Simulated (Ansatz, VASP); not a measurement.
HfN: VASP beside Ansatz

```
CELL_PARAMETERS angstrom
0.00000 2.25087 2.25087
2.25087 0.00000 2.25087
2.25087 2.25087 0.00000
ATOMIC_POSITIONS crystal
Hf 0.00000 0.00000 0.00000
N 0.50000 0.50000 0.50000
```

Alike in both runs: functional PBEsol; k mesh 16 × 16 × 16; occupations gaussian, width 0.1 eV; no spin polarisation.

Ansatz relaxed the structure, and its values are those at the end. VASP's run is a single point on that final structure, the one shown.

|  | VASP | Ansatz |
| --- | --- | --- |
| version | VASP 6.6.1 | Ansatz 0.2.0 |
| potentials or method | VASP PAW PBE potentials, release 64 (Hf_pv, N), cutoff 520 eV | scalar-relativistic, plane waves, PAW |
| valence electrons in the cell | 15 | 31 |

Ansatz gave:

```
gap on the k mesh at the Fermi level (eV) : none
pressure (GPa)                            : 0.0
```

Task: Which values does VASP return?

Result: gap on the k mesh at the Fermi level (eV): none; pressure (GPa): -2.2.

VASP's potentials were made for PBE, not for PBEsol. A gap of «none» marks a metal or a gap that the smearing closes. VASP's potentials hold 15 valence electrons a cell and Ansatz's 31, so a difference there can come from the potentials and not from the codes.

Neither program's run includes spin-orbit coupling.
